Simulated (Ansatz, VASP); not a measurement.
One calculation of La5Al20C, two programs

```
CELL_PARAMETERS angstrom
6.44912 2.15218 5.61096
-6.44912 -2.15218 5.61096
2.14971 -6.45653 -5.61096
ATOMIC_POSITIONS crystal
Al 0.81907 0.01867 0.59946
Al 0.20900 0.80380 0.78997
Al 0.02490 0.41752 0.20059
Al 0.61680 0.62339 0.99836
Al 0.41372 0.21812 0.40893
Al 0.59249 0.79212 0.59947
Al 0.98534 0.58202 0.79715
Al 0.77838 0.20057 0.19285
Al 0.40760 0.38457 0.00607
Al 0.18478 0.98730 0.40180
Al 0.65129 0.55626 0.69778
Al 0.06646 0.35163 0.90311
Al 0.84841 0.96240 0.29583
Al 0.42475 0.12430 0.09945
Al 0.25832 0.75259 0.50116
Al 0.35505 0.45362 0.30237
Al 0.74870 0.24715 0.49600
Al 0.55107 0.85172 0.89654
Al 0.15100 0.05172 0.70290
Al 0.95354 0.65314 0.09948
La 0.19815 0.39773 0.59946
La 0.61021 0.20931 0.80173
La 0.40362 0.80048 0.19775
La 0.00257 0.00493 0.00117
La 0.80738 0.60753 0.39720
C 0.59831 0.29790 0.09944
```

Alike in both runs: functional PBEsol; k mesh 3 × 3 × 3; occupations gaussian, width 0.05 eV; no spin polarisation.

Ansatz relaxed the structure, and its values are those at the end. VASP's run is a single point on that final structure, the one shown.

```csv
,VASP,Ansatz
version,VASP 6.6.1,Ansatz 0.2.0
potentials or method,"VASP PAW PBE potentials, release 64 (Al, La, C), cutoff 520 eV","scalar-relativistic, plane waves, PAW"
valence electrons in the cell,119,119
```

VASP gave:

```
gap on the k mesh at the Fermi level (eV) : none
rms of the force components (eV/Å)        : 0.003
```

Q: Estimate Ansatz's values.

A: gap on the k mesh at the Fermi level (eV): none; rms of the force components (eV/Å): 0.001.

VASP's potentials were made for PBE, not for PBEsol. A gap of «none» marks a metal or a gap that the smearing closes.

Neither program's run includes spin-orbit coupling.
